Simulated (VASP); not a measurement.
# TePb (Immm) in VASP: further runs

The runs below take TePb through single point, with PBE.

Everything below comes from runs of VASP 6.6.1. Logs are shortened: lines on timing, memory, paths and dates and some standing lists are left out, and cuts for length are marked.

**1. The cell of the first run**

The structure is orthorhombic, space group Immm (No. 71). Conventional cell: a = 4.436 Å, b = 4.698 Å, c = 6.644 Å, α = 90.00°, β = 90.00°, γ = 90.00°. Te (site symmetry mmm) has 6 Pb at 3.23 to 3.32 Å within 4.2 Å. Within 4.2 Å of Pb (site symmetry mmm) lie 6 Te at 3.23 to 3.32 Å.

**2. Single point, PBE (uniaxial strain along a: -4.5 %)**

Input file INCAR:

```
PREC     = Accurate       # precision mode
ENCUT    = 520            # plane-wave cutoff, eV
EDIFF    = 1E-6           # SCF threshold, eV
ISMEAR   = 0              # smearing method
SIGMA    = 0.02           # smearing width, eV
LREAL    = False          # projectors in reciprocal space
LASPH    = True           # aspherical terms in the spheres
NELM     = 100            # most SCF steps
ALGO     = Normal         # electronic algorithm
ISIF     = 2              # what is computed and relaxed
LWAVE    = False          # write WAVECAR
LCHARG   = False          # write CHGCAR
GGA      = PE             # functional
NBANDS   = 28             # bands
```

Input file KPOINTS:

```
Automatic mesh
0
Gamma
  6 6 4
```

Input file POSCAR:

```
TePb
1.0
    3.1369886903      3.1369886903      0.0000000000
   -3.3217589666      3.3217589666      0.0000000000
    0.0000000000      0.0000000000      6.6435179331
Te Pb
2 2
Direct
    0.0000000000      0.0000000000      0.0000000000
    0.5000000000      0.5000000000      0.5000000000
    0.5000000000      0.5000000000      0.0000000000
    0.0000000000      0.0000000000      0.5000000000
```

Potentials or basis: VASP PAW PBE potentials, release 64 (Te, Pb_d).

The run is started by

```bash
$ cat potpaw_PBE.64/Te/POTCAR potpaw_PBE.64/Pb_d/POTCAR > POTCAR
$ mpirun -np 1 vasp_std > vasp.out
```

OUTCAR:

```text
PREC = Accurate
   ENCUT = 520
   EDIFF = 1E-6
   ISMEAR = 0
   LREAL = False
   LASPH = True
   NELM = 100
   ISIF = 2
   GGA = PE

 ion  position               nearest neighbor table
   1  0.000  0.000  0.000-   3 3.23   3 3.23   3 3.23   3 3.23   4 3.32   4 3.32
   2  0.500  0.500  0.500-   4 3.23   4 3.23   4 3.23   4 3.23   3 3.32   3 3.32
   3  0.500  0.500  0.000-   1 3.23   1 3.23   1 3.23   1 3.23   2 3.32   2 3.32
   4  0.000  0.000  0.500-   2 3.23   2 3.23   2 3.23   2 3.23   1 3.32   1 3.32

  LATTYP: Found a simple orthorhombic cell.
 ALAT       =     4.4363719508
 B/A-ratio  =     1.0589005236
 C/A-ratio  =     1.4975114816

  Lattice vectors:

 A1 = (   3.1369886903,   3.1369886903,   0.0000000000)
 A2 = (  -3.3217589666,   3.3217589666,   0.0000000000)
 A3 = (   0.0000000000,   0.0000000000,   6.6435179331)

Analysis of symmetry for initial positions (statically):
=====================================================================
 Subroutine PRICEL returns following result:

  LATTYP: Found a body centered orthorhombic cell.
 ALAT       =     4.4363719508
 B/A-ratio  =     1.0589005236
 C/A-ratio  =     1.4975114816

  Lattice vectors:

 A1 = (   0.0923851382,  -3.2293738284,  -3.3217589666)
 A2 = (  -0.0923851382,   3.2293738284,  -3.3217589665)
 A3 = (   3.2293738284,  -0.0923851382,   3.3217589666)

   2 primitive cells build up your supercell.

 Routine SETGRP: Setting up the symmetry group for a
 simple orthorhombic supercell.

 Subroutine GETGRP returns: Found  8 space group operations
 (whereof  8 operations were pure point group operations)
 out of a pool of  8 trial point group operations.

The static configuration has the point symmetry D_2h.

Analysis of symmetry for dynamics (positions and initial velocities):
=====================================================================
 Subroutine PRICEL returns following result:

  LATTYP: Found a body centered orthorhombic cell.
 ALAT       =     4.4363719508
 B/A-ratio  =     1.0589005236
 C/A-ratio  =     1.4975114816

  Lattice vectors:

 A1 = (   0.0923851382,  -3.2293738284,  -3.3217589666)
 A2 = (  -0.0923851382,   3.2293738284,  -3.3217589665)
 A3 = (   3.2293738284,  -0.0923851382,   3.3217589666)

[... 103 lines left out ...]
   ISPIN  =      1    spin polarized calculation?
   LNONCOLLINEAR =      F non collinear calculations
   LSORBIT =      F    spin-orbit coupling
   LASPH  =      T    aspherical Exc in radial PAW
   ENCUT  =  520.0 eV  38.22 Ry    6.18 a.u.   8.25  8.73 12.35*2*pi/ulx,y,z
   NELM   =    100;   NELMIN=  2; NELMDL= -5     # of ELM steps
   EDIFF  = 0.1E-05   stopping-criterion for ELM
   LREAL  =      F    real-space projection
   EDIFFG = 0.1E-04   stopping-criterion for IOM
   NSW    =      0    number of steps for IOM
   IBRION =     -1    ionic relax: 0-MD 1-quasi-New 2-CG
   NFREE  =      0    steps in history (QN), initial steepest desc. (CG)
   ISIF   =      2    stress and relaxation
   ISYM   =      2    0-nonsym 1-usesym 2-fastsym
   POTIM  = 0.5000    time-step for ionic-motion
   TEBEG  =    0.0;   TEEND  =   0.0 temperature during run
   PSTRESS=    0.0 pullay stress
   NELECT =      40.0000    total number of electrons
   NUPDOWN=      -1.0000    fix difference up-down
   EMIN   =  10.00;   EMAX   =-10.00  energy-range for DOS
   EFERMI =   0.00;   METHOD = LEGACY
   ISMEAR =     0;   SIGMA  =   0.02  broadening in eV -4-tet -1-fermi 0-gaus
   EFERMI_NEDOS =   21; number of points for ismear=-14 and -15
   IALGO  =     38    algorithm
   IMIX   =      4    mixing-type and parameters
     AMIX     =   0.40;   BMIX     =  1.00
     AMIX_MAG =   1.60;   BMIX_MAG =  1.00
  volume/ion in A,a.u.               =      34.61       233.59
  Fermi-wavevector in a.u.,A,eV,Ry     =   1.082244  2.045144 15.935846  1.171252
  Thomas-Fermi vector in A             =   2.218280
   LORBIT       =      0    0 simple, 1 ext, 2 COOP (PROOUT), +10 PAW based schemes
   GGA     = PE    functional components
   LHFCALC =     F    Hartree Fock is set to
   AEXX    =    0.0000 exact exchange contribution
   IVDW    =     0    specifies the selected vdW correction
   LEPSILON=     F    determine dielectric tensor
   LRPA    =     F    only Hartree local field effects (RPA)
 non-spin polarized calculation
 Gauss-broadening in eV      SIGMA  =   0.02
  energy-cutoff  :      520.00
  volume of cell :      138.46
 maximum number of plane-waves:      3754
 NGX is ok and might be reduce to    36
   NGX = 17   NGY = 17   NGZ = 25

 number of electron      39.9999992 magnetization

 Free energy of the ion-electron system (eV)
  ---------------------------------------------------
  ext. energy  EPLUGINS =         0.00000000
  ---------------------------------------------------
  free energy    TOTEN  =       -14.99048700 eV

  energy without entropy =      -14.99048700  energy(sigma->0) =      -14.99048700

 E-fermi :   5.6249     XC(G=0):  -9.1846

 val. band max:        5.4628181977   @ k =   0.0000   0.5000   0.5000
 cond. band min:       5.9289739622   @ k =   0.5000   0.0000   0.5000
 fundamental gap:      0.4661557645
 Fermi energy:         5.6249490589

 k-point     1 :       0.0000    0.0000    0.0000
  band No.  band energies     occupation
      1     -11.4495      2.00000
      2     -11.4024      2.00000
      3     -11.3900      2.00000
      4     -11.3875      2.00000
      5     -11.3856      2.00000
      6     -11.3852      2.00000
[... 733 lines left out ...]
     27      11.0109      0.00000
     28      11.0109      0.00000

 [... further k-points ...]

------------------------ aborting loop because EDIFF is reached ----------------------------------------

  FORCE on cell =-STRESS in cart. coord.  units (eV):
  Direction    XX          YY          ZZ          XY          YZ          ZX
  --------------------------------------------------------------------------------------
  -------------------------------------------------------------------------------------
  Total        1.6630138      1.6630138     -0.7736572      0.7123545      0.0000000      0.0000000
  in kB       19.2440844     19.2440844     -8.9526168      8.2432326      0.0000000      0.0000000
  external PRESSURE =       9.8451840 kB  Pullay stress =       0.0000000 kB

 VOLUME and BASIS-vectors are now :
 -----------------------------------------------------------------------------
  energy-cutoff  :      520.00
  volume of cell :      138.46
      direct lattice vectors                 reciprocal lattice vectors
     3.136988690  3.136988690  0.000000000     0.159388525  0.159388525  0.000000000
    -3.321758967  3.321758967  0.000000000    -0.150522661  0.150522661  0.000000000
     0.000000000  0.000000000  6.643517933     0.000000000  0.000000000  0.150522661

 POSITION                                       TOTAL-FORCE (eV/Angst)
 -----------------------------------------------------------------------------------
      0.00000      0.00000      0.00000        -0.000000      0.000000     -0.000000
     -0.09239      3.22937      3.32176        -0.000000      0.000000     -0.000000
     -0.09239      3.22937      0.00000        -0.000000     -0.000000      0.000000
      0.00000      0.00000      3.32176         0.000000     -0.000000      0.000000
 -----------------------------------------------------------------------------------
    total drift:                               -0.000000      0.000000      0.000000

  FREE ENERGIE OF THE ION-ELECTRON SYSTEM (eV)
  ---------------------------------------------------
  free  energy   TOTEN  =       -14.9904870034 eV

  energy  without entropy=      -14.9904870034  energy(sigma->0) =      -14.99048700
```

OSZICAR:

```text
N       E                     dE             d eps       ncg     rms          rms(c)
DAV:   1     0.380556330669E+03    0.38056E+03   -0.17663E+04  2688   0.139E+03
DAV:   2     0.219911896968E+02   -0.35857E+03   -0.34918E+03  2728   0.371E+02
DAV:   3    -0.136755840894E+02   -0.35667E+02   -0.34819E+02  3472   0.134E+02
DAV:   4    -0.151927686832E+02   -0.15172E+01   -0.15135E+01  3248   0.300E+01
DAV:   5    -0.152629024395E+02   -0.70134E-01   -0.70129E-01  3596   0.650E+00    0.452E+00
DAV:   6    -0.149933180241E+02    0.26958E+00   -0.57902E-01  3624   0.450E+00    0.286E+00
DAV:   7    -0.149883006181E+02    0.50174E-02   -0.22487E-01  3588   0.190E+00    0.114E+00
DAV:   8    -0.149899980124E+02   -0.16974E-02   -0.26020E-02  3120   0.124E+00    0.370E-01
DAV:   9    -0.149904819255E+02   -0.48391E-03   -0.23585E-03  3292   0.388E-01    0.858E-02
DAV:  10    -0.149904604122E+02    0.21513E-04   -0.50333E-04  3216   0.169E-01    0.340E-02
DAV:  11    -0.149904992072E+02   -0.38795E-04   -0.26335E-04  3300   0.105E-01    0.547E-02
DAV:  12    -0.149904897060E+02    0.95012E-05   -0.29474E-05  3072   0.313E-02    0.301E-02
DAV:  13    -0.149904879463E+02    0.17597E-05   -0.35078E-06  2564   0.927E-03    0.137E-02
DAV:  14    -0.149904870034E+02    0.94288E-06   -0.39485E-06  2292   0.163E-02
   1 F= -.14990487E+02 E0= -.14990487E+02  d E =-.451865E-32
```

stdout:

```text
POSCAR found type information on POSCAR TePb
 POSCAR found :  2 types and       4 ions
 scaLAPACK will be used
 LDA part: xc-table for (Slater+PW92), standard interpolation
 POSCAR, INCAR and KPOINTS ok, starting setup
 FFT: planning ... GRIDC
 FFT: planning ... GRID_SOFT
 FFT: planning ... GRID
 WAVECAR not read
 entering main loop
```

It took 91 s on 1 thread of AMD EPYC 9R45 (Zen 5), shared host; peak memory 0.3 GiB.

Results:

| Item | Value |
| --- | --- |
| Free energy | -14.9905 eV |
| Pressure | 1.0 GPa |
| Band gap on the k mesh | 0.47 eV |

Stress tensor (GPa, compression positive):
```
 1.92  0.82  0.00
 0.82  1.92  0.00
 0.00  0.00 -0.90
```

Levels at points of the mesh, in eV from the valence-band top:
```
           k point  band 17  band 18  band 19  band 20  band 21  band 22  band 23  band 24
(0.00, 0.00, 0.00)    -2.49    -1.74    -1.25    -1.24     3.33     3.47     4.03     4.19
(0.50, 0.00, 0.00)    -1.23    -1.23    -0.82    -0.82     1.25     1.25     1.45     1.45
(0.00, 0.50, 0.00)    -0.91    -0.91    -0.41    -0.41     1.74     1.74     1.85     1.85
(0.50, 0.50, 0.00)    -2.98    -2.98    -2.69    -2.69     3.21     3.21     4.85     4.85
(0.00, 0.00, 0.50)    -1.93    -1.93    -1.67    -1.67     2.36     2.36     4.04     4.04
(0.50, 0.00, 0.50)    -1.03    -1.03    -0.30    -0.30     0.47     0.47     1.03     1.03
(0.00, 0.50, 0.50)    -0.77    -0.77     0.00     0.00     0.63     0.63     1.28     1.28
(0.50, 0.50, 0.50)    -3.84    -3.84    -0.60    -0.60     1.45     1.45     4.94     4.94
```

Caveat: the cell differs from its parent crystal (uniaxial strain along a: -4.5 %); spin-orbit coupling is left out, which moves the levels of the heavy elements. A k mesh can miss the band edges.

**3. Single point, PBE (uniaxial strain along a: -4.5 %, then relaxed in part)**

Input file INCAR:

```
PREC = Accurate ; ENCUT = 520
EDIFF = 1E-6 ; ISMEAR = 0
SIGMA = 0.02 ; LREAL = False
LASPH = True ; NELM = 100
ALGO = Normal ; ISIF = 2
LWAVE = False ; LCHARG = False
GGA = PE ; NBANDS = 28
```

KPOINTS is that of step 2.

Changes to POSCAR since step 2:

```diff
@@ -3,4 +3,4 @@
     3.1369886903      3.1369886903      0.0000000000
-   -3.3217589666      3.3217589666      0.0000000000
-    0.0000000000      0.0000000000      6.6435179331
+   -3.3717755356      3.3717755356      0.0000000000
+    0.0000000000      0.0000000000      6.5826468544
 Te Pb
```

Potentials or basis: VASP PAW PBE potentials, release 64 (Te, Pb_d).

The run is started by

```bash
$ cat potpaw_PBE.64/Te/POTCAR potpaw_PBE.64/Pb_d/POTCAR > POTCAR
$ mpirun -np 1 vasp_std > vasp.out
```

OUTCAR:

```text
PREC = Accurate
   ENCUT = 520
   EDIFF = 1E-6
   ISMEAR = 0
   LREAL = False
   LASPH = True
   NELM = 100
   ISIF = 2
   GGA = PE

 ion  position               nearest neighbor table
   1  0.000  0.000  0.000-   3 3.26   3 3.26   3 3.26   3 3.26   4 3.29   4 3.29
   2  0.500  0.500  0.500-   4 3.26   4 3.26   4 3.26   4 3.26   3 3.29   3 3.29
   3  0.500  0.500  0.000-   1 3.26   1 3.26   1 3.26   1 3.26   2 3.29   2 3.29
   4  0.000  0.000  0.500-   2 3.26   2 3.26   2 3.26   2 3.26   1 3.29   1 3.29

  LATTYP: Found a simple orthorhombic cell.
 ALAT       =     4.4363719508
 B/A-ratio  =     1.0748446579
 C/A-ratio  =     1.4837905675

  Lattice vectors:

 A1 = (   3.1369886903,   3.1369886903,   0.0000000000)
 A2 = (  -3.3717755356,   3.3717755356,   0.0000000000)
 A3 = (   0.0000000000,   0.0000000000,   6.5826468544)

Analysis of symmetry for initial positions (statically):
=====================================================================
 Subroutine PRICEL returns following result:

  LATTYP: Found a body centered orthorhombic cell.
[... 192 lines left out ...]
  energy without entropy =      -15.00124911  energy(sigma->0) =      -15.00124911

 E-fermi :   5.4842     XC(G=0):  -9.1609

 val. band max:        5.3871233813   @ k =   0.0000   0.5000   0.5000
 cond. band min:       5.8019073725   @ k =   0.5000   0.0000   0.5000
 fundamental gap:      0.4147839912
 Fermi energy:         5.4842456835

 k-point     1 :       0.0000    0.0000    0.0000
  band No.  band energies     occupation
      1     -11.5129      2.00000
      2     -11.4679      2.00000
      3     -11.4589      2.00000
      4     -11.4563      2.00000
      5     -11.4557      2.00000
      6     -11.4504      2.00000
[... 733 lines left out ...]
     27      10.9365      0.00000
     28      10.9365      0.00000

 [... further k-points ...]

------------------------ aborting loop because EDIFF is reached ----------------------------------------

  FORCE on cell =-STRESS in cart. coord.  units (eV):
  Direction    XX          YY          ZZ          XY          YZ          ZX
  --------------------------------------------------------------------------------------
  -------------------------------------------------------------------------------------
  Total        0.8664091      0.8664091     -0.0325028      0.9008974      0.0000000      0.0000000
  in kB        9.9685368      9.9685368     -0.3739641     10.3653452      0.0000000      0.0000000
  external PRESSURE =       6.5210365 kB  Pullay stress =       0.0000000 kB

 VOLUME and BASIS-vectors are now :
 -----------------------------------------------------------------------------
  energy-cutoff  :      520.00
  volume of cell :      139.25
      direct lattice vectors                 reciprocal lattice vectors
     3.136988690  3.136988690  0.000000000     0.159388525  0.159388525  0.000000000
    -3.371775536  3.371775536  0.000000000    -0.148289824  0.148289824  0.000000000
     0.000000000  0.000000000  6.582646854     0.000000000  0.000000000  0.151914575

 POSITION                                       TOTAL-FORCE (eV/Angst)
 -----------------------------------------------------------------------------------
      0.00000      0.00000      0.00000        -0.000000      0.000000     -0.000000
     -0.11739      3.25438      3.29132        -0.000000      0.000000      0.000000
     -0.11739      3.25438      0.00000         0.000000     -0.000000     -0.000000
      0.00000      0.00000      3.29132         0.000000     -0.000000     -0.000000
 -----------------------------------------------------------------------------------
    total drift:                               -0.000000      0.000000      0.000000

  FREE ENERGIE OF THE ION-ELECTRON SYSTEM (eV)
  ---------------------------------------------------
  free  energy   TOTEN  =       -15.0012491101 eV

  energy  without entropy=      -15.0012491101  energy(sigma->0) =      -15.00124911
```

OSZICAR:

```text
N       E                     dE             d eps       ncg     rms          rms(c)
DAV:   1     0.379458238466E+03    0.37946E+03   -0.17708E+04  2688   0.139E+03
DAV:   2     0.224395892729E+02   -0.35702E+03   -0.34763E+03  2716   0.369E+02
DAV:   3    -0.136230450748E+02   -0.36063E+02   -0.35038E+02  3480   0.135E+02
DAV:   4    -0.152053401443E+02   -0.15823E+01   -0.15778E+01  3212   0.303E+01
DAV:   5    -0.152811708363E+02   -0.75831E-01   -0.75822E-01  3688   0.668E+00    0.441E+00
DAV:   6    -0.150040863360E+02    0.27708E+00   -0.60003E-01  3668   0.459E+00    0.280E+00
DAV:   7    -0.149987148879E+02    0.53714E-02   -0.22201E-01  3560   0.185E+00    0.115E+00
DAV:   8    -0.150008323898E+02   -0.21175E-02   -0.25339E-02  3064   0.124E+00    0.351E-01
DAV:   9    -0.150012472499E+02   -0.41486E-03   -0.24993E-03  3312   0.405E-01    0.867E-02
DAV:  10    -0.150012240465E+02    0.23203E-04   -0.51484E-04  3184   0.169E-01    0.355E-02
DAV:  11    -0.150012615619E+02   -0.37515E-04   -0.27074E-04  3320   0.106E-01    0.562E-02
DAV:  12    -0.150012519698E+02    0.95921E-05   -0.29748E-05  2896   0.297E-02    0.307E-02
DAV:  13    -0.150012503855E+02    0.15843E-05   -0.32089E-06  2556   0.889E-03    0.164E-02
DAV:  14    -0.150012491064E+02    0.12791E-05   -0.46136E-06  2364   0.178E-02    0.429E-03
DAV:  15    -0.150012491101E+02   -0.37508E-08   -0.13677E-06  1724   0.516E-03
   1 F= -.15001249E+02 E0= -.15001249E+02  d E =-.898780E-14
```

stdout:

```text
POSCAR found type information on POSCAR TePb
 POSCAR found :  2 types and       4 ions
 scaLAPACK will be used
 LDA part: xc-table for (Slater+PW92), standard interpolation
 POSCAR, INCAR and KPOINTS ok, starting setup
 FFT: planning ... GRIDC
 FFT: planning ... GRID_SOFT
 FFT: planning ... GRID
 WAVECAR not read
 entering main loop
```

It took 98 s on 1 thread of AMD EPYC 9R45 (Zen 5), shared host; peak memory 0.31 GiB.

Results:

* Free energy: -15.0012 eV
* Pressure: 0.7 GPa
* Band gap on the k mesh: 0.41 eV

Stress tensor (GPa, compression positive):
```
 1.00  1.04  0.00
 1.04  1.00  0.00
 0.00  0.00 -0.04
```

Caveat: the cell differs from its parent crystal (uniaxial strain along a: -4.5 %, then relaxed in part); spin-orbit coupling is left out, which moves the levels of the heavy elements. A k mesh can miss the band edges.
